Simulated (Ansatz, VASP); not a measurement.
## One calculation of CdTe6Pd, two programs

Contents of INCAR:

```
SYSTEM = CdTe6Pd
  PREC = Accurate
  ENCUT = 520
  EDIFF = 1E-7
  ISMEAR = -1
  SIGMA = 0.0311
  LREAL = .FALSE.
  LASPH = .TRUE.
  NELM = 150
  ALGO = Normal
  ISIF = 2
  LWAVE = .FALSE.
  LCHARG = .TRUE.
  LMAXMIX = 4
  LDAU = .TRUE.
  LDAUTYPE = 2
  LDAUL = -1 -1 2
  LDAUU = 0 0 1
  LDAUJ = 0 0 0
  LDAUPRINT = 1
  GGA = PE
  LELF = .TRUE.
  LVHAR = .TRUE.
  NBANDS = 39
```

KPOINTS

```
Automatic mesh
0
G
  4 4 4
  0 0 0
```

Contents of POSCAR:

```
CdTe6Pd
1.0
    6.7461820000      0.0000000000      0.0000000000
   -3.3730910000      5.8423660000      0.0000000000
   -3.3730910000      1.9474550000      6.3699230000
Te Cd Pd
6 1 1
Direct
    0.2500000000      0.0830000000      0.7510000000
    0.9170000000      0.4160000000      0.7510000000
    0.5840000000      0.7500000000      0.7510000000
    0.7500000000      0.9170000000      0.2490000000
    0.0830000000      0.5840000000      0.2490000000
    0.4160000000      0.2500000000      0.2490000000
    0.5000000000      0.5000000000      0.5000000000
    0.0000000000      0.0000000000      0.0000000000
```

Input for Ansatz:

```yaml
crystal:
  lattice:
    - [6.746182, 0.0, 0.0]
    - [-3.373091, 5.842366, 0.0]
    - [-3.373091, 1.947455, 6.369923]
  atoms:
    - { symbol: Te, position: [0.25, 0.083, 0.751] }
    - { symbol: Te, position: [0.917, 0.416, 0.751] }
    - { symbol: Te, position: [0.584, 0.75, 0.751] }
    - { symbol: Te, position: [0.75, 0.917, 0.249] }
    - { symbol: Te, position: [0.083, 0.584, 0.249] }
    - { symbol: Te, position: [0.416, 0.25, 0.249] }
    - { symbol: Cd, position: [0.5, 0.5, 0.5] }
    - { symbol: Pd, position: [0.0, 0.0, 0.0] }
  symmetry: { tolerance: 0.0003 }
kpoints:
  mp_grid: { grid: [4, 4, 4], shift: [0, 0, 0] }
magnetization:
  spin_polarized: false
scf:
  occupations: { method: fermi_dirac, width: 0.0311 }
  eigensolver: { kind: davidson }
hamiltonian:
  pseudopotentials: { kind: paw }
  xc: pbe
  hubbard: { sites: [{ species: Pd, l: d, u_eff: 1.0 }], double_counting: fll }
basis:
  ecutwfc: 420
output:
  forces: true
  stress: true
  eigenvalues: true
```

Alike in both runs: task single point; functional PBE; k mesh 4 × 4 × 4; occupations fermi-dirac, width 0.0311 eV; no spin polarisation; Hubbard terms Pd d U = 1.0 eV.

|  | VASP | Ansatz |
| --- | --- | --- |
| version | VASP 6.6.1 | Ansatz 0.2.0 |
| potentials or method | VASP PAW PBE potentials, release 64 (Te, Cd, Pd), cutoff 520 eV | PAW plane waves |
| valence electrons in the cell | 58 | 134 |

Ansatz gave:

| Quantity | Value |
| --- | --- |
| gap on the k mesh at the Fermi level (eV) | none |
| pressure (GPa) | -0.2 |
| traceless stress, the component that is largest in VASP (GPa) | -1.96 |
| rms of the force components (eV/Å) | 0.699 |

Question: Which values does VASP return?

Answer: gap on the k mesh at the Fermi level (eV): none; pressure (GPa): -0.3; traceless stress, the component that is largest in VASP (GPa): -1.96; rms of the force components (eV/Å): 0.720.

The programs project onto different local orbitals, so the same U acts differently, and such runs can settle in different states. Atom by atom the forces differ by 0.029 eV/Å (rms over components). A gap of «none» marks a metal or a gap that the smearing closes. VASP's potentials hold 58 valence electrons a cell and Ansatz's 134, so a difference there can come from the potentials and not from the codes. Ansatz's warnings: filled band counts differ across k points.

Neither program's run includes spin-orbit coupling.
